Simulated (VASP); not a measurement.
Wanted: the native input for a VASP 6.6.1 run.

* Task: single point
* Functional: r2SCAN
* Potentials or basis: VASP PAW PBE potentials, release 64 (Ti_sv, O)
* Cutoff: 660 eV
* k mesh: 6 × 6 × 10
* Occupations: gaussian, width 0.02 eV
* Spin: no spin polarisation
* Dipole correction: no
* Further INCAR settings: ALGO = Normal; EDIFF = 1e-06; NBANDS = 33

The system is TiO2.

```
Ti O
1.0
     4.59695    0.00000    0.00000
     0.00000    4.59695    0.00000
     0.00000    0.00000    2.95354
Ti O
2 4
Direct
  0.00000 0.00000 0.00000
  0.50000 0.50000 0.50000
  0.30463 0.30463 0.00000
  0.19537 0.80463 0.50000
  0.69537 0.69537 0.00000
  0.80463 0.19537 0.50000
```

The input as run:

POSCAR

```
TiO2
1.0
    4.5969450464      0.0000000000      0.0000000000
    0.0000000000      4.5969450464      0.0000000000
    0.0000000000      0.0000000000      2.9535430802
Ti O
2 4
Direct
    0.0000000000      0.0000000000      0.0000000000
    0.5000000000      0.5000000000      0.5000000000
    0.3046314515      0.3046314515      0.0000000000
    0.1953685485      0.8046314515      0.5000000000
    0.6953685485      0.6953685485      0.0000000000
    0.8046314515      0.1953685485      0.5000000000
```

INCAR.step1

```
  PREC = Accurate
  ENCUT = 660
  ISMEAR = 0
  SIGMA = 0.02
  LREAL = F
  LASPH = T
  NELM = 120
  NBANDS = 33
  GGA = PE
  ALGO = Normal
  EDIFF = 1E-5
  LWAVE = T
  LCHARG = F
  GGA_COMPAT = F
```

INCAR.step2

```
  PREC = Accurate
  ENCUT = 660
  EDIFF = 1E-6
  ISMEAR = 0
  SIGMA = 0.02
  LREAL = F
  LASPH = T
  NELM = 120
  ALGO = Normal
  ISIF = 2
  LWAVE = F
  LCHARG = F
  METAGGA = R2SCAN
  LMIXTAU = T
  NBANDS = 33
  ISTART = 1
  GGA_COMPAT = F
```

KPOINTS

```
Automatic mesh
0
Gamma
  6 6 10
```

Potentials or basis: VASP PAW PBE potentials, release 64 (Ti_sv, O).

Launch:

```console
$ cat potpaw_PBE.64/Ti_sv/POTCAR potpaw_PBE.64/O/POTCAR > POTCAR
$ cp INCAR.step1 INCAR
$ mpirun -np 1 vasp_std > vasp.out
$ cp INCAR.step2 INCAR
$ mpirun -np 1 vasp_std > vasp.out
```

It gave:

```json
{"Pressure": "1.0 GPa", "Largest force": "0.031 eV/Å", "Band gap on the k mesh": "2.23 eV"}
```

Caveat: the PAW data sets were made with another functional, which shifts forces and pressure a little.

Run time: 23 min on 1 thread of Oxide Virtual Turin-like Processor, with other jobs on the host, peak memory 0.27 GiB.
